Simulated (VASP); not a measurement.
A run of VASP 6.6.1 is set up as follows.

File INCAR:

```
SYSTEM = Al2Cu
  PREC = Accurate
  ENCUT = 520
  EDIFF = 1E-8
  ISMEAR = -1
  SIGMA = 0.15
  LREAL = .FALSE.
  LASPH = .TRUE.
  NELM = 100
  ALGO = Normal
  ISIF = 2
  LWAVE = .FALSE.
  LCHARG = .TRUE.
  GGA = PS
  IBRION = 8
  NSW = 1
```

KPOINTS

```
regular mesh
0
G
  14 14 14
  0 0 0
```

The input POSCAR:

```
Al2Cu
1.0
   -2.0250726938      2.0250726938      2.8638889856
    2.0250726938     -2.0250726938      2.8638889856
    2.0250726938      2.0250726938     -2.8638889856
Al Cu
2 1
Direct
    0.7500000000      0.2500000000      0.5000000000
    0.2500000000      0.7500000000      0.5000000000
    0.5000000000      0.5000000000      0.0000000000
```

Potentials or basis: VASP PAW PBE potentials, release 64 (Al, Cu).

Command:

```sh
$ cat potpaw_PBE.64/Al/POTCAR potpaw_PBE.64/Cu/POTCAR > POTCAR
$ mpirun -np 1 vasp_std > vasp.out
```

What does it give for the highest phonon frequency at Γ, LO-TO splitting left out?

288 cm⁻¹.

Predict the most unstable mode.

25i cm⁻¹.

Phonon frequencies in cm⁻¹ (negative: imaginary):
| q point | frequencies |
| --- | --- |
| (0.000, 0.000, 0.000) | -25 -25 -25 244 244 244 288 288 288 |

Caveat: some modes are imaginary.
